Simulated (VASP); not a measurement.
# GaSe2 (Fm-3m) in VASP: notebook

Runs on GaSe2. Level: PBE. Tasks: single point, relaxation of cell and atoms.

Everything below comes from runs of VASP 6.6.1. Logs are shortened: lines on timing, memory, paths and dates and some standing lists are left out, and cuts for length are marked.

## 1. The cell of the first run

Symmetry: Fm-3m, No. 225, cubic system. Conventional cell: a = 6.501 Å, b = 6.501 Å, c = 6.501 Å, α = 90.00°, β = 90.00°, γ = 90.00°. Ga (site symmetry m-3m) has 8 Se at 2.82 Å within 3.7 Å. Within 3.7 Å of Se (site symmetry -43m) lie 4 Ga at 2.82 Å and 6 Se at 3.25 Å.

## 2. Single point, PBE

INCAR reads:

```
PREC = Accurate
ENCUT = 520
EDIFF = 1E-6
ISMEAR = 0
SIGMA = 0.1
LREAL = F
LASPH = T
NELM = 100
ALGO = Normal
ISIF = 2
LWAVE = F
LCHARG = T
GGA = PE
LELF = T
LVHAR = T
NBANDS = 20
```

KPOINTS reads:

```
regular mesh
0
Gamma
  12 12 12
```

POSCAR reads:

```
GaSe2
1.0
    0.0000000000      3.2506964027      3.2506964027
    3.2506964027      0.0000000000      3.2506964027
    3.2506964027      3.2506964027      0.0000000000
Ga Se
1 2
Direct
    0.0000000000      0.0000000000      0.0000000000
    0.2500000000      0.2500000000      0.2500000000
    0.7500000000      0.7500000000      0.7500000000
```

Potentials or basis: VASP PAW PBE potentials, release 64 (Ga_d, Se).

Run with:

```console
> cat potpaw_PBE.64/Ga_d/POTCAR potpaw_PBE.64/Se/POTCAR > POTCAR
> mpirun -np 1 vasp_std > vasp.out
```

OUTCAR:

```text
PREC = Accurate
   ENCUT = 520
   EDIFF = 1E-6
   ISMEAR = 0
   LREAL = F
   LASPH = T
   NELM = 100
   ISIF = 2
   GGA = PE

 ion  position               nearest neighbor table
   1  0.000  0.000  0.000-   3 2.82   3 2.82   3 2.82   2 2.82   2 2.82   2 2.82   3 2.82   2 2.82

   2  0.250  0.250  0.250-   1 2.82   1 2.82   1 2.82   1 2.82
   3  0.750  0.750  0.750-   1 2.82   1 2.82   1 2.82   1 2.82

  LATTYP: Found a face centered cubic cell.
 ALAT       =     6.5013928054

  Lattice vectors:

 A1 = (   0.0000000000,   3.2506964027,   3.2506964027)
 A2 = (   3.2506964027,   0.0000000000,   3.2506964027)
 A3 = (   3.2506964027,   3.2506964027,   0.0000000000)

Analysis of symmetry for initial positions (statically):
=====================================================================
 Subroutine PRICEL returns:
 Original cell was already a primitive cell.

 Routine SETGRP: Setting up the symmetry group for a
 face centered cubic supercell.

 Subroutine GETGRP returns: Found 48 space group operations
 (whereof 48 operations were pure point group operations)
 out of a pool of 48 trial point group operations.

The static configuration has the point symmetry O_h .

Analysis of symmetry for dynamics (positions and initial velocities):
=====================================================================
 Subroutine PRICEL returns:
 Original cell was already a primitive cell.

 Routine SETGRP: Setting up the symmetry group for a
 face centered cubic supercell.

 Subroutine GETGRP returns: Found 48 space group operations
 (whereof 48 operations were pure point group operations)
 out of a pool of 48 trial point group operations.

The dynamic configuration has the point symmetry O_h .

 Subroutine INISYM returns: Found 48 space group operations
 (whereof 48 operations are pure point group operations),
 and found     1 'primitive' translations

----------------------------------------------------------------------------------------

                                     Primitive cell

  volume of cell :      68.7004

  direct lattice vectors                    reciprocal lattice vectors
     0.000000000  3.250696403  3.250696403    -0.153813195  0.153813195  0.153813195
     3.250696403  0.000000000  3.250696403     0.153813195 -0.153813195  0.153813195
     3.250696403  3.250696403  0.000000000     0.153813195  0.153813195 -0.153813195

  length of vectors
     4.597178940  4.597178940  4.597178940     0.266412269  0.266412269  0.266412269

  position of ions in fractional coordinates (direct lattice)
     0.000000000  0.000000000  0.000000000
     0.250000000  0.250000000  0.250000000
     0.750000000  0.750000000  0.750000000

  ion indices of the primitive-cell ions
   primitive index   ion index
                 1           1
                 2           2
                 3           3

----------------------------------------------------------------------------------------

 KPOINTS: regular mesh

Automatic generation of k-mesh.
 Grid dimensions read from file:
 generate k-points for:   12   12   12

 Generating k-lattice:

  Cartesian coordinates                     Fractional coordinates (reciprocal lattice)
    -0.012817766  0.012817766  0.012817766     0.083333333  0.000000000  0.000000000
     0.012817766 -0.012817766  0.012817766     0.000000000  0.083333333  0.000000000
     0.012817766  0.012817766 -0.012817766     0.000000000  0.000000000  0.083333333

  Length of vectors
     0.022201022  0.022201022  0.022201022

  Shift w.r.t. Gamma in fractional coordinates (k-lattice)
     0.000000000  0.000000000  0.000000000

 Subroutine IBZKPT returns following result:
 ===========================================

 Found     72 irreducible k-points:

 Following reciprocal coordinates:
            Coordinates               Weight
  0.000000  0.000000  0.000000      1.000000
  0.083333  0.000000  0.000000      8.000000
  0.166667  0.000000  0.000000      8.000000
  0.250000  0.000000  0.000000      8.000000
  0.333333  0.000000  0.000000      8.000000
  0.416667  0.000000  0.000000      8.000000
[... 16 lines left out ...]
  0.500000  0.166667  0.000000     24.000000
 -0.416667  0.166667  0.000000     24.000000
 [... further k-points ...]
   k-points           NKPTS =     72   k-points in BZ     NKDIM =     72   number of bands    NBANDS=     20
   number of dos      NEDOS =    301   number of ions     NIONS =      3
   total plane-waves  NPLWV =  46656
   dimension x,y,z NGX =    36 NGY =   36 NGZ =   36
   dimension x,y,z NGXF=    72 NGYF=   72 NGZF=   72
   ions per type =               1   2
   NGX,Y,Z   is equivalent  to a cutoff of  13.02, 13.02, 13.02 a.u.
   NGXF,Y,Z  is equivalent  to a cutoff of  26.04, 26.04, 26.04 a.u.
 SYSTEM =  unknown system
   PREC   = accura    normal or accurate (medium, high low for compatibility)
   ISTART =      0    job   : 0-new  1-cont  2-samecut
   ICHARG =      2    charge: 1-file 2-atom 10-const
   ISPIN  =      1    spin polarized calculation?
   LNONCOLLINEAR =      F non collinear calculations
   LSORBIT =      F    spin-orbit coupling
   LASPH  =      T    aspherical Exc in radial PAW
   ENCUT  =  520.0 eV  38.22 Ry    6.18 a.u.   8.55  8.55  8.55*2*pi/ulx,y,z
   NELM   =    100;   NELMIN=  2; NELMDL= -5     # of ELM steps
   EDIFF  = 0.1E-05   stopping-criterion for ELM
   LREAL  =      F    real-space projection
   EDIFFG = 0.1E-04   stopping-criterion for IOM
   NSW    =      0    number of steps for IOM
   IBRION =     -1    ionic relax: 0-MD 1-quasi-New 2-CG
   NFREE  =      0    steps in history (QN), initial steepest desc. (CG)
   ISIF   =      2    stress and relaxation
   ISYM   =      2    0-nonsym 1-usesym 2-fastsym
   POTIM  = 0.5000    time-step for ionic-motion
   TEBEG  =    0.0;   TEEND  =   0.0 temperature during run
   PSTRESS=    0.0 pullay stress
   NELECT =      25.0000    total number of electrons
   NUPDOWN=      -1.0000    fix difference up-down
   EMIN   =  10.00;   EMAX   =-10.00  energy-range for DOS
   EFERMI =   0.00;   METHOD = LEGACY
   ISMEAR =     0;   SIGMA  =   0.10  broadening in eV -4-tet -1-fermi 0-gaus
   EFERMI_NEDOS =   21; number of points for ismear=-14 and -15
   IALGO  =     38    algorithm
   IMIX   =      4    mixing-type and parameters
     AMIX     =   0.40;   BMIX     =  1.00
     AMIX_MAG =   1.60;   BMIX_MAG =  1.00
  volume/ion in A,a.u.               =      22.90       154.54
  Fermi-wavevector in a.u.,A,eV,Ry     =   1.168786  2.208686 18.586392  1.366061
  Thomas-Fermi vector in A             =   2.305268
   LORBIT       =      0    0 simple, 1 ext, 2 COOP (PROOUT), +10 PAW based schemes
   GGA     = PE    functional components
   LHFCALC =     F    Hartree Fock is set to
   AEXX    =    0.0000 exact exchange contribution
   IVDW    =     0    specifies the selected vdW correction
   LEPSILON=     F    determine dielectric tensor
   LRPA    =     F    only Hartree local field effects (RPA)
 non-spin polarized calculation
 Gauss-broadening in eV      SIGMA  =   0.10
  energy-cutoff  :      520.00
  volume of cell :       68.70
 maximum number of plane-waves:      1874
 NGX is ok and might be reduce to    36
   NGX = 17   NGY = 17   NGZ = 17

 number of electron      24.9999991 magnetization

 Free energy of the ion-electron system (eV)
  ---------------------------------------------------
  ext. energy  EPLUGINS =         0.00000000
  ---------------------------------------------------
  free energy    TOTEN  =        -9.42119436 eV

  energy without entropy =       -9.40870753  energy(sigma->0) =       -9.41495094

 E-fermi :   4.0859     XC(G=0):  -9.7793

 val. band max:        4.0462067905   @ k =  -0.0833   0.0833   0.0000
 cond. band min:       4.0889162252   @ k =   0.3333   0.2500   0.0000
 fundamental gap:      0.0427094347
 Fermi energy:         4.0859146216

 k-point     1 :       0.0000    0.0000    0.0000
  band No.  band energies     occupation
      1     -10.9431      2.00000
      2     -10.9431      2.00000
      3     -10.9431      2.00000
      4     -10.9048      2.00000
      5     -10.9048      2.00000
      6     -10.5515      2.00000
[... 12 lines left out ...]
     19      10.2487      0.00000
     20      11.1450      0.00000

 k-point     2 :       0.0833    0.0000    0.0000
  band No.  band energies     occupation
      1     -10.9470      2.00000
      2     -10.9424      2.00000
      3     -10.9424      2.00000
      4     -10.9048      2.00000
      5     -10.9048      2.00000
      6     -10.5015      2.00000
[... 12 lines left out ...]
     19      10.4728      0.00000
     20      11.4242      0.00000

 k-point     3 :       0.1667    0.0000    0.0000
  band No.  band energies     occupation
      1     -10.9600      2.00000
      2     -10.9407      2.00000
      3     -10.9407      2.00000
      4     -10.9048      2.00000
      5     -10.9048      2.00000
      6     -10.3503      2.00000
[... 12 lines left out ...]
     19      11.0851      0.00000
     20      12.1264      0.00000

 k-point     4 :       0.2500    0.0000    0.0000
  band No.  band energies     occupation
      1     -10.9803      2.00000
      2     -10.9385      2.00000
      3     -10.9385      2.00000
      4     -10.9047      2.00000
      5     -10.9047      2.00000
      6     -10.1010      2.00000
[... 12 lines left out ...]
     19      11.9387      0.00000
     20      12.6942      0.00000

 k-point     5 :       0.3333    0.0000    0.0000
  band No.  band energies     occupation
      1     -11.0019      2.00000
      2     -10.9365      2.00000
      3     -10.9365      2.00000
      4     -10.9043      2.00000
      5     -10.9043      2.00000
      6      -9.7647      2.00000
[... 12 lines left out ...]
     19      12.7127      0.00000
     20      12.7127      0.00000

 k-point     6 :       0.4167    0.0000    0.0000
  band No.  band energies     occupation
      1     -11.0180      2.00000
      2     -10.9352      2.00000
      3     -10.9352      2.00000
      4     -10.9039      2.00000
      5     -10.9039      2.00000
      6      -9.3601      2.00000
[... 12 lines left out ...]
     19      12.6358      0.00000
     20      12.6358      0.00000

 k-point     7 :       0.5000    0.0000    0.0000
  band No.  band energies     occupation
      1     -11.0240      2.00000
      2     -10.9347      2.00000
      3     -10.9347      2.00000
      4     -10.9038      2.00000
      5     -10.9038      2.00000
      6      -8.9226      2.00000
[... 12 lines left out ...]
     19      12.3352      0.00000
     20      12.3352      0.00000
[... 277 lines left out ...]
 k-point    20 :       0.2500    0.1667    0.0000
  band No.  band energies     occupation
      1     -10.9748      2.00000
      2     -10.9393      2.00000
      3     -10.9364      2.00000
      4     -10.9068      2.00000
      5     -10.9033      2.00000
      6     -10.1235      2.00000
[... 12 lines left out ...]
     19      12.3481      0.00000
     20      12.9898      0.00000

 k-point    21 :       0.3333    0.1667    0.0000
  band No.  band energies     occupation
      1     -10.9882      2.00000
      2     -10.9435      2.00000
      3     -10.9342      2.00000
      4     -10.9071      2.00000
      5     -10.9030      2.00000
      6      -9.8619      2.00000
[... 12 lines left out ...]
     19      12.4120      0.00000
     20      13.3291      0.00000

 k-point    22 :       0.4167    0.1667    0.0000
  band No.  band energies     occupation
      1     -11.0019      2.00000
      2     -10.9475      2.00000
      3     -10.9327      2.00000
      4     -10.9069      2.00000
      5     -10.9029      2.00000
      6      -9.5253      2.00000
[... 12 lines left out ...]
     19      12.3369      0.00000
     20      13.8817      0.00000

 k-point    23 :       0.5000    0.1667    0.0000
  band No.  band energies     occupation
      1     -11.0107      2.00000
      2     -10.9504      2.00000
      3     -10.9320      2.00000
      4     -10.9063      2.00000
      5     -10.9032      2.00000
      6      -9.1376      2.00000
[... 12 lines left out ...]
     19      12.6587      0.00000
     20      14.3393      0.00000

 k-point    24 :      -0.4167    0.1667    0.0000
  band No.  band energies     occupation
      1     -11.0107      2.00000
      2     -10.9526      2.00000
      3     -10.9323      2.00000
      4     -10.9056      2.00000
      5     -10.9040      2.00000
      6      -8.9622      2.00000
[... 12 lines left out ...]
     19      13.2438      0.00000
     20      14.1931      0.00000

 [... further k-points ...]
[... 5 lines left out ...]
  --------------------------------------------------------------------------------------
  -------------------------------------------------------------------------------------
  Total        0.0337872      0.0337872      0.0337872     -0.0000000      0.0000000      0.0000000
  in kB        0.7879580      0.7879580      0.7879580     -0.0000000      0.0000000      0.0000000
  external PRESSURE =       0.7879580 kB  Pullay stress =       0.0000000 kB

 VOLUME and BASIS-vectors are now :
 -----------------------------------------------------------------------------
  energy-cutoff  :      520.00
  volume of cell :       68.70
      direct lattice vectors                 reciprocal lattice vectors
     0.000000000  3.250696403  3.250696403    -0.153813195  0.153813195  0.153813195
     3.250696403  0.000000000  3.250696403     0.153813195 -0.153813195  0.153813195
     3.250696403  3.250696403  0.000000000     0.153813195  0.153813195 -0.153813195

 POSITION                                       TOTAL-FORCE (eV/Angst)
 -----------------------------------------------------------------------------------
      0.00000      0.00000      0.00000         0.000000      0.000000     -0.000000
      1.62535      1.62535      1.62535        -0.000000     -0.000000     -0.000000
      4.87604      4.87604      4.87604         0.000000      0.000000      0.000000
 -----------------------------------------------------------------------------------
    total drift:                               -0.000000      0.000000      0.000000

  FREE ENERGIE OF THE ION-ELECTRON SYSTEM (eV)
  ---------------------------------------------------
  free  energy   TOTEN  =        -9.4211943638 eV

  energy  without entropy=       -9.4087075256  energy(sigma->0) =       -9.41495094
```

Run time: 36 s. Hardware: 1 thread of Intel Xeon 6975P-C (Granite Rapids), shared host; peak memory 0.26 GiB.

Results:

```yaml
Free_energy: -9.4212 eV
Pressure: 0.1 GPa
Band_gap_on_the_k_mesh: zero (an odd number of electrons rules out a gap without spin polarisation)
```

Levels at points of the mesh, in eV from the Fermi level:
| k point | band 9 | band 10 | band 11 | band 12 | band 13 | band 14 | band 15 | band 16 | band 17 | band 18 |
| --- | --- | --- | --- | --- | --- | --- | --- | --- | --- | --- |
| (0.00, 0.00, 0.00) | -3.15 | -3.15 | -2.37 | -1.11 | -1.11 | -1.11 | 2.47 | 2.47 | 2.47 | 6.16 |
| (0.50, 0.00, 0.00) | -3.19 | -3.19 | -2.91 | -2.27 | -2.27 | 1.83 | 4.99 | 4.99 | 7.01 | 7.18 |
| (0.50, 0.50, 0.00) | -4.91 | -4.91 | -0.92 | 0.47 | 0.47 | 1.15 | 3.92 | 6.49 | 6.49 | 7.15 |

## 3. Relaxation of cell and atoms, PBE

This run uses another cell than the first one, of 22.78 Å³/atom.

INCAR reads:

```
  PREC = Accurate
  ENCUT = 600
  EDIFF = 1E-6
  ISMEAR = 0
  SIGMA = 0.1
  LREAL = False
  LASPH = True
  NELM = 80
  ALGO = Normal
  ISIF = 3
  LWAVE = False
  LCHARG = False
  GGA = PE
  IBRION = 2
  NSW = 100
  EDIFFG = -0.01
```

KPOINTS reads:

```
Automatic mesh
0
Gamma
  12 12 12
```

POSCAR reads:

```
GaSe2
1.0
    0.0000000000      3.2452128992      3.2452128992
    3.2452128992      0.0000000000      3.2452128992
    3.2452128992      3.2452128992      0.0000000000
Ga Se
1 2
Direct
    0.0000000000      0.0000000000      0.0000000000
    0.2500000000      0.2500000000      0.2500000000
    0.7500000000      0.7500000000      0.7500000000
```

Potentials or basis: VASP PAW PBE potentials, release 64 (Ga_d, Se).

Run with:

```console
> cat potpaw_PBE.64/Ga_d/POTCAR potpaw_PBE.64/Se/POTCAR > POTCAR
> mpirun -np 1 vasp_std > vasp.out
```

Run time: 61 s. Hardware: 1 thread of Intel Xeon 6975P-C (Granite Rapids), shared host; peak memory 0.31 GiB.

The run converged. Its results:

```
Free energy                           : -9.4211 eV
Relaxed volume                        : 22.95 Å³/atom
Relaxed cell                          : a = 4.601 Å, b = 4.601 Å, c = 4.601 Å, α = 60.00°, β = 60.00°, γ = 60.00°
Space group after relaxing (to 0.1 Å) : Fm-3m (No. 225)
Energy gained by relaxing             : 0.1 meV/atom
Ionic steps                           : 2
Pressure after relaxing               : 0.0 GPa
Band gap on the k mesh                : zero (an odd number of electrons rules out a gap without spin polarisation)
```

The path:
```csv
step,energy change (eV),largest force (eV/Å),pressure (GPa),volume (Å³)
1,0.0000,0.0000,0.35,68.35
2,-0.0004,0.0000,0.00,68.85
```

Final structure:
```cif
data_structure
_symmetry_space_group_name_H-M 'P 1'
_symmetry_Int_Tables_number 1
_cell_length_a 4.6006
_cell_length_b 4.6006
_cell_length_c 4.6006
_cell_angle_alpha 60.000
_cell_angle_beta 60.000
_cell_angle_gamma 60.000
_cell_volume 68.85
loop_
_atom_site_label
_atom_site_type_symbol
_atom_site_fract_x
_atom_site_fract_y
_atom_site_fract_z
_atom_site_occupancy
Ga1 Ga 0.00000 0.00000 0.00000 1
Se1 Se 0.25000 0.25000 0.25000 1
Se2 Se 0.75000 0.75000 0.75000 1
```

Levels at points of the mesh, in eV from the Fermi level:
```csv
k point,band 10,band 11,band 12,band 13,band 14,band 15,band 16
"(0.00, 0.00, 0.00)",-3.14,-2.38,-1.11,-1.11,-1.11,2.47,2.47
"(0.50, 0.00, 0.00)",-3.18,-2.90,-2.26,-2.26,1.82,4.99,4.99
"(0.50, 0.50, 0.00)",-4.90,-0.91,0.47,0.47,1.15,3.91,6.48
```

The gap in the log of VASP goes by the Fermi energy; the results here count the filled bands.